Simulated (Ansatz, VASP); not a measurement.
# One calculation of SiC, two programs

```
Si C
1.0
     3.13911    0.00000    0.00000
    -1.56955    2.71855    0.00000
     0.00000    0.00000   10.04331
Si C
4 4
Direct
  0.00000 0.00000 0.99935
  0.33333 0.66667 0.24944
  0.00000 0.00000 0.49935
  0.66667 0.33333 0.74944
  0.00000 0.00000 0.18772
  0.33333 0.66667 0.43850
  0.00000 0.00000 0.68772
  0.66667 0.33333 0.93850
```

Change from the starting cell: epitaxial_xy strain +2.0%.

Alike in both runs: task single point; functional HSE06; k mesh 6 × 6 × 2; no spin polarisation.

|  | VASP | Ansatz |
| --- | --- | --- |
| version | VASP 6.6.1 | Ansatz 0.2.0 |
| potentials or method | VASP PAW PBE potentials, release 64 (Si, C) | plane waves, PAW |
| plane-wave cutoff (eV) | 520 | 420 |
| occupations | gaussian, width 0.01 eV | fixed |
| valence electrons in the cell | 32 | 32 |

|  | VASP | Ansatz | Ansatz less VASP |
| --- | --- | --- | --- |
| gap on the k mesh at the Fermi level (eV) | 3.06 | 3.06 | -0.002 |
| pressure (GPa) | -9.2 | -8.9 | +0.33 |
| traceless stress, the component that is largest in VASP (GPa) | 7.42 | 7.37 | -0.046 |
| rms of the force components (eV/Å) | 0.010 | 0.012 | +0.0017 |

Atom by atom the forces differ by 0.002 eV/Å (rms over components). Ansatz's warnings: stress exchange threshold loose, stress scf threshold loose.
